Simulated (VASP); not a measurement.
Cd: single point with PBE

The system is Cd.

```
Cd
1.0
    -1.57666    1.57666    1.57666
     1.57666   -1.57666    1.57666
     1.57666    1.57666   -1.57666
Cd
1
Direct
  0.00000 0.00000 0.00000
```

This isn't the form of Cd at room conditions, which is hcp.

```yaml
Program: VASP 6.6.1
Task: single point
Functional: PBE
Potentials_or_basis: VASP PAW PBE potentials, release 64 (Cd)
Cutoff: 520 eV
k_mesh: 17 × 17 × 17
Occupations: fermi-dirac, width 0.1 eV
Spin: no spin polarisation
```

| Quantity | Value |
| --- | --- |
| Pressure | 49.6 GPa |
| Band gap on the k mesh | zero (bands 6 and 7 overlap by 3.46 eV) |

Levels at points of the mesh, in eV from the Fermi level:
```tsv
k point	band 2	band 3	band 4	band 5	band 6	band 7	band 8	band 9	band 10	band 11
(0.00, 0.00, 0.00)	-11.14	-11.14	-11.14	-9.91	-9.91	16.45	16.45	16.45	21.45	21.45
```

It took 30 s on 1 thread of Intel Xeon 8259CL (shared host), peak memory 0.15 GiB.

Caveat: the cell stands under pressure.
